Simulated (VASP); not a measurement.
Here is a VASP 6.6.1 calculation.

File INCAR:

```
SYSTEM = Fe
PREC = Accurate
ENCUT = 520
EDIFF = 1E-6
ISMEAR = -1
SIGMA = 0.1
LREAL = .FALSE.
LASPH = .TRUE.
NELM = 80
ALGO = Normal
ISIF = 2
LWAVE = .FALSE.
LCHARG = .FALSE.
GGA = CA
NBANDS = 10
```

Contents of KPOINTS:

```
Automatic mesh
0
G
  15 15 15
  0 0 0
```

Contents of POSCAR:

```
Fe
1.0
   -1.3498227877      1.3498227877      1.3498227877
    1.3498227877     -1.3498227877      1.3498227877
    1.3498227877      1.3498227877     -1.3498227877
Fe
1
Direct
    0.0000000000      0.0000000000      0.0000000000
```

Potentials or basis: VASP PAW LDA potentials, release 64 (Fe).

Launch:

```bash
$ cat potpaw_LDA.64/Fe/POTCAR > POTCAR
$ mpirun -np 1 vasp_std > vasp.out
```

(1) Predict the band gap on the k mesh.

(2) What does it give for the pressure?

## Answers

(1) zero (band 4 reaches 8.41 eV, above the bottom of band 5 at 6.33 eV).

(2) -0.3 GPa.

Caveat: the run has no spin polarisation, though such a crystal can be magnetic.
